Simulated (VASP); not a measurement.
# W (I4/mmm) in VASP: further runs

Runs on W. Level: r2SCAN. Tasks: single point.

All numbers are computed with VASP 6.6.1; they aren't measurements. Logs are shortened: lines on timing, memory, paths and dates and some standing lists are left out, and cuts for length are marked.

**1. The cell of the first run**

Symmetry: I4/mmm, No. 139, tetragonal system. Conventional cell: a = 3.006 Å, b = 3.006 Å, c = 3.607 Å, α = 90.00°, β = 90.00°, γ = 90.00°. W (site symmetry 4/mmm) has 14 W at 2.79 to 3.61 Å within 3.7 Å.

**2. Single point, r2SCAN**

Contents of POSCAR:

```
W
1.0
   -1.5031168489      1.5031168489      1.8037402187
    1.5031168489     -1.5031168489      1.8037402187
    1.5031168489      1.5031168489     -1.8037402187
W
1
Direct
    0.0000000000      0.0000000000      0.0000000000
```

Contents of INCAR.step1:

```
SYSTEM = W
PREC = Accurate
ENCUT = 520
ISMEAR = 0
SIGMA = 0.15
LREAL = .FALSE.
LASPH = .TRUE.
NELM = 80
NBANDS = 13
GGA = PE
ALGO = Normal
EDIFF = 1E-4
LWAVE = .TRUE.
LCHARG = .FALSE.
```

Contents of INCAR.step2:

```
SYSTEM = W
PREC = Accurate
ENCUT = 520
EDIFF = 1E-6
ISMEAR = 0
SIGMA = 0.15
LREAL = .FALSE.
LASPH = .TRUE.
NELM = 80
ALGO = Normal
ISIF = 2
LWAVE = .FALSE.
LCHARG = .TRUE.
METAGGA = R2SCAN
LMIXTAU = .TRUE.
LELF = .TRUE.
LVHAR = .TRUE.
NBANDS = 13
ISTART = 1
```

Contents of KPOINTS:

```
regular mesh
0
G
  24 24 24
  0 0 0
```

Potentials or basis: VASP PAW PBE potentials, release 64 (W_sv).

Started as:

```console
cat potpaw_PBE.64/W_sv/POTCAR > POTCAR
cp INCAR.step1 INCAR
mpirun -np 1 vasp_std > vasp.out
cp INCAR.step2 INCAR
mpirun -np 1 vasp_std > vasp.out
```

OUTCAR:

```text
SYSTEM = W
   PREC = Accurate
   ENCUT = 520
   EDIFF = 1E-6
   ISMEAR = 0
   LREAL = .FALSE.
   LASPH = .TRUE.
   NELM = 80
   ISIF = 2
   METAGGA = R2SCAN
   ISTART = 1

 ion  position               nearest neighbor table
   1  0.000  0.000  0.000-

  LATTYP: Found a body centered tetragonal cell.
 ALAT       =     3.0062336978
 C/A-ratio  =     1.2000000000

  Lattice vectors:

 A1 = (  -1.5031168489,   1.5031168489,   1.8037402187)
 A2 = (   1.5031168489,  -1.5031168489,   1.8037402187)
 A3 = (   1.5031168489,   1.5031168489,  -1.8037402187)

Analysis of symmetry for initial positions (statically):
=====================================================================
 Subroutine PRICEL returns:
 Original cell was already a primitive cell.

 Routine SETGRP: Setting up the symmetry group for a
 body centered tetragonal supercell.

 Subroutine GETGRP returns: Found 16 space group operations
 (whereof 16 operations were pure point group operations)
 out of a pool of 16 trial point group operations.

The static configuration has the point symmetry D_4h.

Analysis of symmetry for dynamics (positions and initial velocities):
=====================================================================
 Subroutine PRICEL returns:
 Original cell was already a primitive cell.

 Routine SETGRP: Setting up the symmetry group for a
 body centered tetragonal supercell.

 Subroutine GETGRP returns: Found 16 space group operations
 (whereof 16 operations were pure point group operations)
 out of a pool of 16 trial point group operations.

The dynamic configuration has the point symmetry D_4h.

 Subroutine INISYM returns: Found 16 space group operations
 (whereof 16 operations are pure point group operations),
 and found     1 'primitive' translations

----------------------------------------------------------------------------------------

                                     Primitive cell

  volume of cell :      16.3012

  direct lattice vectors                    reciprocal lattice vectors
    -1.503116849  1.503116849  1.803740219     0.000000000  0.332642136  0.277201780
     1.503116849 -1.503116849  1.803740219     0.332642136  0.000000000  0.277201780
     1.503116849  1.503116849 -1.803740219     0.332642136  0.332642136  0.000000000

  length of vectors
[... 80 lines left out ...]
   EDIFF  = 0.1E-05   stopping-criterion for ELM
   LREAL  =      F    real-space projection
   EDIFFG = 0.1E-04   stopping-criterion for IOM
   NSW    =      0    number of steps for IOM
   IBRION =     -1    ionic relax: 0-MD 1-quasi-New 2-CG
   NFREE  =      0    steps in history (QN), initial steepest desc. (CG)
   ISIF   =      2    stress and relaxation
   ISYM   =      2    0-nonsym 1-usesym 2-fastsym
   POTIM  = 0.5000    time-step for ionic-motion
   TEBEG  =    0.0;   TEEND  =   0.0 temperature during run
   PSTRESS=    0.0 pullay stress
   NELECT =      14.0000    total number of electrons
   NUPDOWN=      -1.0000    fix difference up-down
   EMIN   =  10.00;   EMAX   =-10.00  energy-range for DOS
   EFERMI =   0.00;   METHOD = LEGACY
   ISMEAR =     0;   SIGMA  =   0.15  broadening in eV -4-tet -1-fermi 0-gaus
   EFERMI_NEDOS =   21; number of points for ismear=-14 and -15
   IALGO  =     38    algorithm
   IMIX   =      4    mixing-type and parameters
     AMIX     =   0.40;   BMIX     =  1.00
     AMIX_MAG =   1.60;   BMIX_MAG =  1.00
  volume/ion in A,a.u.               =      16.30       110.01
  Fermi-wavevector in a.u.,A,eV,Ry     =   1.556125  2.940649 32.946829  2.421524
  Thomas-Fermi vector in A             =   2.659966
   LORBIT       =      0    0 simple, 1 ext, 2 COOP (PROOUT), +10 PAW based schemes
   METAGGA = R2SCAN    functional components
   LHFCALC =     F    Hartree Fock is set to
   AEXX    =    0.0000 exact exchange contribution
   IVDW    =     0    specifies the selected vdW correction
   LEPSILON=     F    determine dielectric tensor
   LRPA    =     F    only Hartree local field effects (RPA)
 non-spin polarized calculation
 Gauss-broadening in eV      SIGMA  =   0.15
  energy-cutoff  :      520.00
  volume of cell :       16.30
 maximum number of plane-waves:       451
 NGX is ok and might be reduce to    24
   NGX = 11   NGY = 11   NGZ = 11

 number of electron      13.9999999 magnetization

 Free energy of the ion-electron system (eV)
  ---------------------------------------------------
  ext. energy  EPLUGINS =         0.00000000
  ---------------------------------------------------
  free energy    TOTEN  =       -51.07062001 eV

  energy without entropy =      -51.06378288  energy(sigma->0) =      -51.06720145

 E-fermi :  10.8549     XC(G=0): -14.7748

 val. band max:       10.8506773564   @ k =  -0.1250   0.1667   0.0417
 cond. band min:      10.8570653974   @ k =  -0.1667   0.3333   0.0833
 fundamental gap:      0.0063880410
 Fermi energy:        10.8549099952

 k-point     1 :       0.0000    0.0000    0.0000
  band No.  band energies     occupation
      1     -65.2348      2.00000
      2     -28.1497      2.00000
      3     -28.1497      2.00000
      4     -28.1344      2.00000
      5       0.9206      2.00000
      6       9.3092      2.00000
      7       9.3092      2.00000
      8      11.4660      0.00000
      9      11.5698      0.00000
     10      14.2500      0.00000
     11      24.2893      0.00000
     12      27.6445      0.00000
     13      27.6445      0.00000
[... 354 lines left out ...]
  band No.  band energies     occupation
      1     -65.1071      2.00000
      2     -29.3923      2.00000
      3     -28.4595      2.00000
      4     -28.1844      2.00000
      5       4.5645      2.00000
      6       8.3541      2.00000
      7      10.7767      1.53910
      8      11.2978      0.00003
      9      14.8722      0.00000
     10      16.5213      0.00000
     11      21.5712      0.00000
     12      23.4863      0.00000
     13      29.2748      0.00000

 [... further k-points ...]
[... 5 lines left out ...]
  --------------------------------------------------------------------------------------
  -------------------------------------------------------------------------------------
  Total        0.8896894      0.8896894     -2.5554988      0.0000000      0.0000000      0.0000000
  in kB       87.4439024     87.4439024   -251.1694433      0.0000000      0.0000000      0.0000000
  external PRESSURE =     -25.4272129 kB  Pullay stress =       0.0000000 kB

 VOLUME and BASIS-vectors are now :
 -----------------------------------------------------------------------------
  energy-cutoff  :      520.00
  volume of cell :       16.30
      direct lattice vectors                 reciprocal lattice vectors
    -1.503116849  1.503116849  1.803740219     0.000000000  0.332642136  0.277201780
     1.503116849 -1.503116849  1.803740219     0.332642136  0.000000000  0.277201780
     1.503116849  1.503116849 -1.803740219     0.332642136  0.332642136  0.000000000

 POSITION                                       TOTAL-FORCE (eV/Angst)
 -----------------------------------------------------------------------------------
      0.00000      0.00000      0.00000        -0.000000      0.000000      0.000000
 -----------------------------------------------------------------------------------
    total drift:                               -0.000000      0.000000      0.000000

  FREE ENERGIE OF THE ION-ELECTRON SYSTEM (eV)
  ---------------------------------------------------
  free  energy   TOTEN  =       -51.0706200097 eV

  energy  without entropy=      -51.0637828844  energy(sigma->0) =      -51.06720145
```

OUTCAR.step1:

```text
SYSTEM = W
   PREC = Accurate
   ENCUT = 520
   ISMEAR = 0
   LREAL = .FALSE.
   LASPH = .TRUE.
[... 602 lines left out ...]
 POSITION                                       TOTAL-FORCE (eV/Angst)
 -----------------------------------------------------------------------------------
      0.00000      0.00000      0.00000        -0.000000      0.000000     -0.000000
 -----------------------------------------------------------------------------------
    total drift:                               -0.000000      0.000000      0.000000

  FREE ENERGIE OF THE ION-ELECTRON SYSTEM (eV)
  ---------------------------------------------------
  free  energy   TOTEN  =       -12.7012486938 eV

  energy  without entropy=      -12.6937357946  energy(sigma->0) =      -12.69749224
```

OSZICAR.step1:

```text
N       E                     dE             d eps       ncg     rms          rms(c)
DAV:   1     0.856272248818E+02    0.85627E+02   -0.74480E+03 27731   0.122E+03
DAV:   2    -0.116685191106E+02   -0.97296E+02   -0.93606E+02 30983   0.317E+02
DAV:   3    -0.133276619939E+02   -0.16591E+01   -0.16532E+01 30778   0.401E+01
DAV:   4    -0.133346922023E+02   -0.70302E-02   -0.70300E-02 30723   0.288E+00
DAV:   5    -0.133347536178E+02   -0.61416E-04   -0.61417E-04 30918   0.254E-01    0.196E+01
DAV:   6    -0.128339379415E+02    0.50082E+00   -0.43089E-01 29358   0.869E+00    0.766E+00
DAV:   7    -0.127055166945E+02    0.12842E+00   -0.22137E-01 31363   0.586E+00    0.654E-01
DAV:   8    -0.127012776924E+02    0.42390E-02   -0.41985E-03 28163   0.834E-01    0.755E-02
DAV:   9    -0.127012486938E+02    0.28999E-04   -0.95223E-05 22499   0.120E-01
   1 F= -.12701249E+02 E0= -.12697492E+02  d E =-.751290E-02
```

Wall time 8.8 min (1 thread of AMD EPYC 9R45 (Zen 5), shared host); peak memory 0.29 GiB.

What came out:

```
Free energy            : -51.0706 eV
Pressure               : -2.5 GPa
Band gap on the k mesh : zero (bands 7 and 8 overlap by 5.78 eV)
```

Levels at points of the mesh, in eV from the Fermi level:
```
           k point  band 4  band 5  band 6  band 7  band 8  band 9  band 10  band 11
(0.00, 0.00, 0.00)  -38.99   -9.93   -1.55   -1.55    0.61    0.71     3.40    13.43
(0.50, 0.00, 0.00)  -39.03   -6.36   -2.50    0.14    0.41    4.04     5.59    10.73
(0.50, 0.50, 0.00)  -39.18   -6.27   -4.86    1.53    4.28    4.46     6.25    11.74
(0.50, 0.50, 0.50)  -39.68   -5.99   -5.47    4.85    5.11    5.45     5.45    10.16
```

Caveat: the PAW data sets were made with another functional, which shifts forces and pressure a little; spin-orbit coupling is left out, which moves the levels of the heavy elements.

**3. Single point, r2SCAN**

Contents of POSCAR:

```
W
1.0
   -1.7352216492      1.7352216492      1.3534728863
    1.7352216492     -1.7352216492      1.3534728863
    1.7352216492      1.7352216492     -1.3534728863
W
1
Direct
    0.0000000000      0.0000000000      0.0000000000
```

Contents of INCAR.step1:

```
SYSTEM = W
PREC = Accurate ; ENCUT = 520
ISMEAR = 0 ; SIGMA = 0.15
LREAL = .False. ; LASPH = .True.
NELM = 60 ; NBANDS = 13
GGA = PE ; ALGO = Normal
EDIFF = 1E-4 ; LWAVE = .True.
LCHARG = .False.
```

Contents of INCAR.step2:

```
SYSTEM = W
PREC = Accurate ; ENCUT = 520
EDIFF = 1E-6 ; ISMEAR = 0
SIGMA = 0.15 ; LREAL = .False.
LASPH = .True. ; NELM = 60
ALGO = Normal ; ISIF = 2
LWAVE = .False. ; LCHARG = .False.
METAGGA = R2SCAN ; LMIXTAU = .True.
NBANDS = 13 ; ISTART = 1
```

Contents of KPOINTS:

```
regular mesh
0
Gamma
  24 24 24
  0 0 0
```

Potentials or basis: VASP PAW PBE potentials, release 64 (W_sv).

Started as:

```console
cat potpaw_PBE.64/W_sv/POTCAR > POTCAR
cp INCAR.step1 INCAR
mpirun -np 1 vasp_std > vasp.out
cp INCAR.step2 INCAR
mpirun -np 1 vasp_std > vasp.out
```

OUTCAR:

```text
SYSTEM = W
   PREC = Accurate
   ENCUT = 520
   EDIFF = 1E-6
   ISMEAR = 0
   LREAL = .False.
   LASPH = .True.
   NELM = 60
   ISIF = 2
   METAGGA = R2SCAN
   ISTART = 1

 ion  position               nearest neighbor table
   1  0.000  0.000  0.000-

  LATTYP: Found a body centered tetragonal cell.
 ALAT       =     3.4704432984
 C/A-ratio  =     0.7800000000

  Lattice vectors:

 A1 = (  -1.7352216492,   1.7352216492,   1.3534728863)
 A2 = (   1.7352216492,  -1.7352216492,   1.3534728863)
 A3 = (   1.7352216492,   1.7352216492,  -1.3534728863)

Analysis of symmetry for initial positions (statically):
=====================================================================
 Subroutine PRICEL returns:
 Original cell was already a primitive cell.

 Routine SETGRP: Setting up the symmetry group for a
 body centered tetragonal supercell.

 Subroutine GETGRP returns: Found 16 space group operations
 (whereof 16 operations were pure point group operations)
 out of a pool of 16 trial point group operations.

The static configuration has the point symmetry D_4h.

Analysis of symmetry for dynamics (positions and initial velocities):
=====================================================================
 Subroutine PRICEL returns:
 Original cell was already a primitive cell.

 Routine SETGRP: Setting up the symmetry group for a
 body centered tetragonal supercell.

 Subroutine GETGRP returns: Found 16 space group operations
 (whereof 16 operations were pure point group operations)
 out of a pool of 16 trial point group operations.

The dynamic configuration has the point symmetry D_4h.

 Subroutine INISYM returns: Found 16 space group operations
 (whereof 16 operations are pure point group operations),
 and found     1 'primitive' translations

----------------------------------------------------------------------------------------
[... 112 lines left out ...]
  volume/ion in A,a.u.               =      16.30       110.01
  Fermi-wavevector in a.u.,A,eV,Ry     =   1.556125  2.940649 32.946829  2.421524
  Thomas-Fermi vector in A             =   2.659966
   LORBIT       =      0    0 simple, 1 ext, 2 COOP (PROOUT), +10 PAW based schemes
   METAGGA = R2SCAN    functional components
   LHFCALC =     F    Hartree Fock is set to
   AEXX    =    0.0000 exact exchange contribution
   IVDW    =     0    specifies the selected vdW correction
   LEPSILON=     F    determine dielectric tensor
   LRPA    =     F    only Hartree local field effects (RPA)
 non-spin polarized calculation
 Gauss-broadening in eV      SIGMA  =   0.15
  energy-cutoff  :      520.00
  volume of cell :       16.30
 maximum number of plane-waves:       453
 NGX is ok and might be reduce to    24
   NGX = 11   NGY = 11   NGZ = 11

 number of electron      14.0000001 magnetization

 Free energy of the ion-electron system (eV)
  ---------------------------------------------------
  ext. energy  EPLUGINS =         0.00000000
  ---------------------------------------------------
  free energy    TOTEN  =       -50.85890145 eV

  energy without entropy =      -50.85176506  energy(sigma->0) =      -50.85533326

 E-fermi :  10.8150     XC(G=0): -14.7396

 val. band max:       10.8133905367   @ k =  -0.1667  -0.2500   0.1667
 cond. band min:      10.8185519099   @ k =  -0.2917   0.2083   0.0000
 fundamental gap:      0.0051613732
 Fermi energy:        10.8149685088

 k-point     1 :       0.0000    0.0000    0.0000
  band No.  band energies     occupation
      1     -65.1840      2.00000
      2     -28.2005      2.00000
      3     -28.2005      2.00000
      4     -27.8135      2.00000
      5       0.9555      2.00000
      6       7.6774      2.00000
      7      10.3067      2.00000
      8      11.7262      0.00000
      9      11.7262      0.00000
     10      15.0200      0.00000
     11      24.9711      0.00000
     12      24.9711      0.00000
     13      30.8033      0.00000
[... 354 lines left out ...]
  band No.  band energies     occupation
      1     -65.0045      2.00000
      2     -29.3974      2.00000
      3     -28.5634      2.00000
      4     -28.3257      2.00000
      5       4.7060      2.00000
      6       6.4887      2.00000
      7      12.0530      0.00000
      8      12.9967      0.00000
      9      16.3610      0.00000
     10      16.7440      0.00000
     11      22.9428      0.00000
     12      23.2776      0.00000
     13      25.9630      0.00000

 [... further k-points ...]
[... 5 lines left out ...]
  --------------------------------------------------------------------------------------
  -------------------------------------------------------------------------------------
  Total       -0.6881930     -0.6881930      2.1995242      0.0000000      0.0000000     -0.0000000
  in kB      -67.6396522    -67.6396522    216.1821657      0.0000000      0.0000000     -0.0000000
  external PRESSURE =      26.9676205 kB  Pullay stress =       0.0000000 kB

 VOLUME and BASIS-vectors are now :
 -----------------------------------------------------------------------------
  energy-cutoff  :      520.00
  volume of cell :       16.30
      direct lattice vectors                 reciprocal lattice vectors
    -1.735221649  1.735221649  1.353472886     0.000000000  0.288147627  0.369420034
     1.735221649 -1.735221649  1.353472886     0.288147627  0.000000000  0.369420034
     1.735221649  1.735221649 -1.353472886     0.288147627  0.288147627  0.000000000

 POSITION                                       TOTAL-FORCE (eV/Angst)
 -----------------------------------------------------------------------------------
      0.00000      0.00000      0.00000         0.000000      0.000000      0.000000
 -----------------------------------------------------------------------------------
    total drift:                               -0.000000     -0.000000      0.000000

  FREE ENERGIE OF THE ION-ELECTRON SYSTEM (eV)
  ---------------------------------------------------
  free  energy   TOTEN  =       -50.8589014470 eV

  energy  without entropy=      -50.8517650647  energy(sigma->0) =      -50.85533326
```

OSZICAR.step1:

```text
N       E                     dE             d eps       ncg     rms          rms(c)
DAV:   1     0.847164980294E+02    0.84716E+02   -0.74381E+03 27718   0.122E+03
DAV:   2    -0.114301324644E+02   -0.96147E+02   -0.92395E+02 30968   0.315E+02
DAV:   3    -0.130810024388E+02   -0.16509E+01   -0.16429E+01 30708   0.400E+01
DAV:   4    -0.130880743139E+02   -0.70719E-02   -0.70716E-02 30553   0.289E+00
DAV:   5    -0.130881373920E+02   -0.63078E-04   -0.63078E-04 31133   0.258E-01    0.199E+01
DAV:   6    -0.126179352992E+02    0.47020E+00   -0.39847E-01 29528   0.834E+00    0.804E+00
DAV:   7    -0.124953925202E+02    0.12254E+00   -0.21061E-01 31573   0.572E+00    0.578E-01
DAV:   8    -0.124915567087E+02    0.38358E-02   -0.50100E-03 28588   0.872E-01    0.820E-02
DAV:   9    -0.124915568761E+02   -0.16745E-06   -0.79880E-05 22839   0.114E-01
   1 F= -.12491557E+02 E0= -.12487876E+02  d E =-.736267E-02
```

Run time: 9.1 min. Hardware: 1 thread of AMD EPYC 9R45 (Zen 5), shared host; peak memory 0.29 GiB.

Results:

| Quantity | Value |
| --- | --- |
| Free energy | -50.8589 eV |
| Pressure | 2.7 GPa |
| Band gap on the k mesh | zero (bands 7 and 8 overlap by 7.04 eV) |

Caveat: the PAW data sets were made with another functional, which shifts forces and pressure a little; spin-orbit coupling is left out, which moves the levels of the heavy elements.

(Continued in part 2 of 2.)
